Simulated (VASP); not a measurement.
Ir:

```
CELL_PARAMETERS angstrom
0.00000 1.88094 1.88094
1.88094 0.00000 1.88094
1.88094 1.88094 0.00000
ATOMIC_POSITIONS crystal
Ir 0.00000 0.00000 0.00000
```

| Item | Value |
| --- | --- |
| Program | VASP 6.6.1 |
| Task | relaxation of cell and atoms |
| Functional | PBEsol |
| Potentials or basis | VASP PAW PBE potentials, release 64 (Ir) |
| Cutoff | 500 eV |
| k mesh | 10 × 10 × 10 |
| Occupations | gaussian, width 0.1 eV |
| Spin | no spin polarisation |

At the start: pressure 25.5 GPa; volume 13.31 Å³/atom.

Task: Where does the relaxation end?

Result: Over 4 steps the energy falls by 58.3 meV/atom and the volume is 14.09 Å³/atom (+5.9 %); space group Fm-3m (No. 225, to 0.05 Å).

The path:
```csv
step,energy change (eV),largest force (eV/Å),pressure (GPa),volume (Å³)
1,0.0000,0.0000,25.54,13.31
2,0.6862,0.0000,-49.67,17.83
3,-0.0575,0.0000,-2.58,14.18
4,-0.0583,0.0000,-0.25,14.09
```

Final structure:
```
CELL_PARAMETERS angstrom
0.00000 1.91718 1.91718
1.91718 0.00000 1.91718
1.91718 1.91718 0.00000
ATOMIC_POSITIONS crystal
Ir 0.00000 0.00000 0.00000
```

Caveat: the PAW data sets were made with another functional, which shifts forces and pressure a little.
